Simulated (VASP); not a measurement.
# CaAl2Si6O16 (P1) in VASP: settings compared, part 2 of 2

VASP 6.6.1. The steps go on from the part before.

### Step 3. Electric field gradients, PBE

INCAR reads:

```
ALGO     = Normal         # electronic algorithm
EDIFF    = 1E-8           # SCF threshold, eV
ENCUT    = 520            # plane-wave cutoff, eV
GGA      = PE             # functional
ISIF     = 2              # what is computed and relaxed
ISMEAR   = -1             # smearing method
LASPH    = True           # aspherical terms in the spheres
LCHARG   = False          # write CHGCAR
LEFG     = True         
LREAL    = Auto         
LWAVE    = False          # write WAVECAR
NBANDS   = 86             # bands
NELM     = 100            # most SCF steps
PREC     = Accurate       # precision mode
SIGMA    = 0.02           # smearing width, eV
```

KPOINTS reads:

```
k-points
0
Gamma
  5 3 3
```

POSCAR reads:

```
CaAl2Si6O16
1.0
    4.9871966514      0.0000000000      0.0000000000
    0.2595624035      8.5822183559      0.0000000000
    0.1170193079      0.1126598214      8.8061190751
Ca Al Si O
1 2 6 16
Direct
    0.8321070000      0.9612530000      0.5079010000
    0.6080970000      0.6702480000      0.6841260000
    0.8519720000      0.8259890000      0.1848650000
    0.8990350000      0.1965730000      0.1758900000
    0.5954430000      0.3038290000      0.6639270000
    0.4143420000      0.3321320000      0.3360950000
    0.0993980000      0.1647590000      0.8277960000
    0.3640320000      0.6985360000      0.3572920000
    0.1141850000      0.8094740000      0.8428050000
    0.9856290000      0.8029550000      0.0087870000
    0.5016820000      0.7671390000      0.5115780000
    0.3354250000      0.2825960000      0.7768850000
    0.1573530000      0.2368430000      0.2800040000
    0.2241550000      0.9896390000      0.8072250000
    0.3256860000      0.5085690000      0.3790680000
    0.7983680000      0.0277620000      0.2344860000
    0.7039180000      0.4754230000      0.6605340000
    0.8439080000      0.1762780000      0.7068730000
    0.6561930000      0.3252660000      0.2091080000
    0.5197610000      0.2372860000      0.4926190000
    0.9838360000      0.2051500000      0.9963630000
    0.0661910000      0.7828800000      0.3432310000
    0.3587580000      0.6871640000      0.8200040000
    0.5521540000      0.7332630000      0.2126840000
    0.8833740000      0.7918520000      0.7117400000
```

Potentials or basis: VASP PAW PBE potentials, release 64 (Ca_sv, Al, Si, O).

Launch:

```sh
$ cat potpaw_PBE.64/Ca_sv/POTCAR potpaw_PBE.64/Al/POTCAR potpaw_PBE.64/Si/POTCAR potpaw_PBE.64/O/POTCAR > POTCAR
$ mpirun -np 1 vasp_std > vasp.out
```

OUTCAR:

```text
EDIFF = 1E-8
   ENCUT = 520
   GGA = PE
   ISIF = 2
   ISMEAR = -1
   LASPH = True
   LREAL = Auto
   NELM = 100
   PREC = Accurate

 ion  position               nearest neighbor table
   1  0.832  0.961  0.508-  25 2.31  11 2.38  22 2.39  16 2.47  18 2.56   3 3.09   2 3.15
   2  0.608  0.670  0.684-  23 1.72  17 1.74  25 1.77  11 1.80   9 3.04   8 3.14   1 3.15   5 3.16
                             9 3.17
   3  0.852  0.826  0.185-  10 1.69  24 1.73  22 1.80  16 1.80   8 3.07   1 3.09   8 3.15   4 3.20

   4  0.899  0.197  0.176-  16 1.62  21 1.63  13 1.64  19 1.64   6 3.00   3 3.20
   5  0.595  0.304  0.664-  17 1.58  12 1.64  20 1.67  18 1.67   6 3.04   7 3.11   7 3.11   2 3.16

   6  0.414  0.332  0.336-  15 1.61  13 1.63  19 1.63  20 1.67   4 3.00   5 3.04
   7  0.099  0.165  0.828-  14 1.62  21 1.62  12 1.63  18 1.67   9 3.05   5 3.11   5 3.11
   8  0.364  0.699  0.357-  24 1.60  22 1.64  11 1.65  15 1.66   3 3.07   2 3.14   3 3.15
   9  0.114  0.809  0.843-  10 1.59  23 1.60  25 1.65  14 1.68   2 3.04   7 3.05   2 3.17
  10  0.986  0.803  0.009-   9 1.59   3 1.69
  11  0.502  0.767  0.512-   8 1.65   2 1.80   1 2.38
  12  0.335  0.283  0.777-   7 1.63   5 1.64
  13  0.157  0.237  0.280-   6 1.63   4 1.64
  14  0.224  0.990  0.807-   7 1.62   9 1.68
  15  0.326  0.509  0.379-   6 1.61   8 1.66
  16  0.798  0.028  0.234-   4 1.62   3 1.80   1 2.47
  17  0.704  0.475  0.661-   5 1.58   2 1.74
[... 2212 lines left out ...]

 Electric field gradients (V/A^2)
---------------------------------------------------------------------
 ion       V_xx      V_yy      V_zz      V_xy      V_xz      V_yz
---------------------------------------------------------------------
   1      41.756   -12.774   -28.982     5.268     1.608     8.503
   2      -2.664    -6.127     8.792    -0.205    17.837    -2.093
   3      -4.109    19.585   -15.476   -13.545    14.376    -3.284
   4       1.302    -8.280     6.978    -2.911     7.798     3.549
   5       5.233   -23.411    18.178   -19.928     7.521     0.586
   6      -3.936    -4.709     8.645     1.920     5.504   -11.082
[... 17 lines left out ...]
  24      19.741   -25.169     5.428    25.352   -41.299   -12.547
  25      17.842   -19.364     1.523    25.098    42.235    -4.320
---------------------------------------------------------------------

 Electric field gradients after diagonalization (V/A^2)
 (convention: |V_zz| > |V_xx| > |V_yy|)
----------------------------------------------------------------------
 ion       V_xx      V_yy      V_zz     asymmetry (V_yy - V_xx)/ V_zz
----------------------------------------------------------------------
   1     -32.629    -9.714    42.343       0.541
   2     -15.789    -6.126    21.915       0.441
   3     -25.851    -1.897    27.747       0.863
   4     -11.143    -1.374    12.517       0.780
   5      23.549    10.385   -33.934       0.388
   6     -13.172    -2.517    15.689       0.679
[... 17 lines left out ...]
  24     -38.327   -24.771    63.099       0.215
  25     -47.828    -8.714    56.542       0.692
----------------------------------------------------------------------

           NMR quadrupolar parameters

 Cq : quadrupolar parameter    Cq=e*Q*V_zz/h
 eta: asymmetry parameters     (V_yy - V_xx)/ V_zz
 Q  : nuclear electric quadrupole moment in mb (millibarn)
----------------------------------------------------------------------
 ion       Cq(MHz)       eta       Q (mb)
----------------------------------------------------------------------
   1       0.102       0.541       1.000
   2       0.053       0.441       1.000
   3       0.067       0.863       1.000
   4       0.030       0.780       1.000
   5      -0.082       0.388       1.000
   6       0.038       0.679       1.000
[... 17 lines left out ...]
  24       0.153       0.215       1.000
  25       0.137       0.692       1.000
----------------------------------------------------------------------
```

stdout:

```text
POSCAR found type information on POSCAR CaAlSiO
 POSCAR found :  4 types and      25 ions
 scaLAPACK will be used
 LDA part: xc-table for (Slater+PW92), standard interpolation
 POSCAR, INCAR and KPOINTS ok, starting setup
 FFT: planning ... GRIDC
 FFT: planning ... GRID_SOFT
 FFT: planning ... GRID
 WAVECAR not read
 entering main loop
ion   1
     0.0000398    -0.1645835     0.0302404     0.0428661    -0.0101000     0.0014680
     0.0000548    -0.1645835     0.0302404     0.0428661    -0.0101000     0.0014680
     0.0000754    -0.1645835     0.0302404     0.0428661    -0.0101000     0.0014680
     0.0001039    -0.1645835     0.0302404     0.0428661    -0.0101000     0.0014680

     0.0000398    -4.6484584    -7.7119926    22.8638071    -1.4608443   -24.7250346
     0.0000548    -4.6484412    -7.7119680    22.8637298    -1.4608404   -24.7249521
     0.0000754    -4.6484129    -7.7119274    22.8636027    -1.4608341   -24.7248164
     0.0001039    -4.6483664    -7.7118613    22.8633950    -1.4608238   -24.7245950
[... 106 lines left out ...]
     0.0000293   -14.5446676    -4.9268728   -20.6280305   -32.2722388     9.7743487
     0.0000403   -14.5446650    -4.9268719   -20.6280266   -32.2722329     9.7743471
     0.0000555   -14.5446605    -4.9268704   -20.6280199   -32.2722227     9.7743442
     0.0000765   -14.5446531    -4.9268679   -20.6280087   -32.2722058     9.7743395

ion  12
     0.0000293    -9.4443536     4.6025190     3.1321255    12
```

Wall time 26 min (1 thread of Intel Xeon Platinum 8259CL at 2.50GHz (Skylake/Cascade Lake), shared host); peak memory 0.71 GiB.

What came out:

| Item | Value |
| --- | --- |
| Free energy | -193.0438 eV |
| Pressure | -0.1 GPa |
| Largest force | 0.041 eV/Å |
| Band gap on the k mesh | 4.53 eV, indirect (the least direct gap lies 4.4 meV higher) |

Forces on the atoms (eV/Å):
```
Ca  -0.001 -0.013 -0.003
Al  -0.001  0.005 -0.003
Al   0.001  0.003 -0.003
Si   0.025  0.003 -0.001
Si  -0.003  0.000 -0.007
Si   0.009  0.024  0.013
Si   0.005 -0.018 -0.007
Si  -0.017  0.008  0.003
Si  -0.001 -0.020 -0.005
O   -0.028 -0.010  0.014
O   -0.009 -0.003 -0.001
O    0.003  0.000  0.008
O    0.011  0.007  0.020
O   -0.014  0.031  0.023
O    0.003 -0.026 -0.006
O    0.010  0.030 -0.008
O   -0.003 -0.029 -0.026
O   -0.005  0.004 -0.001
O    0.006 -0.009  0.002
O    0.000  0.005 -0.012
O    0.026  0.000  0.004
O   -0.022 -0.009 -0.004
O    0.012  0.007  0.005
O   -0.017  0.022  0.008
O    0.009 -0.009 -0.012
```

Electric field gradients, principal values (V/Å²):
| atom | least | middle | greatest (by size) |
| --- | --- | --- | --- |
| 1 Ca | -9.714 | -32.629 | 42.343 |
| 2 Al | -6.126 | -15.789 | 21.915 |
| 3 Al | -1.897 | -25.851 | 27.747 |
| 4 Si | -1.374 | -11.143 | 12.517 |
| 5 Si | 10.385 | 23.549 | -33.934 |
| 6 Si | -2.517 | -13.172 | 15.689 |
| 7 Si | -5.803 | -9.775 | 15.578 |
| 8 Si | 2.938 | 19.232 | -22.170 |
| 9 Si | -1.508 | -33.701 | 35.209 |
| 10 O | -30.904 | -40.299 | 71.203 |
| 11 O | -4.118 | -49.785 | 53.903 |
| 12 O | -44.878 | -52.508 | 97.386 |
| 13 O | -39.732 | -56.365 | 96.098 |
| 14 O | -26.476 | -52.576 | 79.052 |
| 15 O | -43.159 | -52.139 | 95.298 |
| 16 O | -10.998 | -52.534 | 63.532 |
| 17 O | -28.787 | -39.122 | 67.909 |
| 18 O | -15.968 | -65.768 | 81.736 |
| 19 O | -31.832 | -58.082 | 89.914 |
| 20 O | -14.657 | -64.916 | 79.574 |
| 21 O | -47.733 | -55.900 | 103.633 |
| 22 O | -7.611 | -52.405 | 60.016 |
| 23 O | -22.051 | -39.254 | 61.305 |
| 24 O | -24.771 | -38.327 | 63.099 |
| 25 O | -8.714 | -47.828 | 56.542 |

Caveat: without QUAD_EFG the Cq values of the log hold for a quadrupole moment of 1 mb, not for the nuclei. A k mesh can miss the band edges.
